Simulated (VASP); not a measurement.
Nb: single point with LDA

Crystal: Nb.

```xyz
1
Lattice="0.0000 2.1428 2.1428 2.1428 0.0000 2.1428 2.1428 2.1428 0.0000" Properties=species:S:1:pos:R:3 pbc="T T T"
Nb    0.0000    0.0000    0.0000
```

This cell differs from its parent crystal: volume scaled by 1.04.

| Property | Result |
| --- | --- |
| Program | VASP 6.6.1 |
| Task | single point |
| Functional | LDA |
| Potentials or basis | VASP PAW LDA potentials, release 64 (Nb_sv) |
| Cutoff | 520 eV |
| k mesh | 11 × 11 × 11 |
| Occupations | fermi-dirac, width 0.05 eV |
| Spin | no spin polarisation |
| Dipole correction | no |
| Further INCAR settings | ALGO = Normal; EDIFF = 1e-06; NBANDS = 12 |

- Pressure: -16.3 GPa

Levels at points of the mesh, in eV from the Fermi level:
```csv
k point,band 2,band 3,band 4,band 5,band 6,band 7,band 8,band 9,band 10,band 11
"(0.00, 0.00, 0.00)",-30.17,-30.17,-30.17,-6.10,0.09,0.09,0.09,2.50,2.50,11.80
```

Wall time 6.4 s on 1 thread of AMD EPYC 9R45 96-Core Processor (Zen 5) (shared host), peak memory 0.1 GiB.
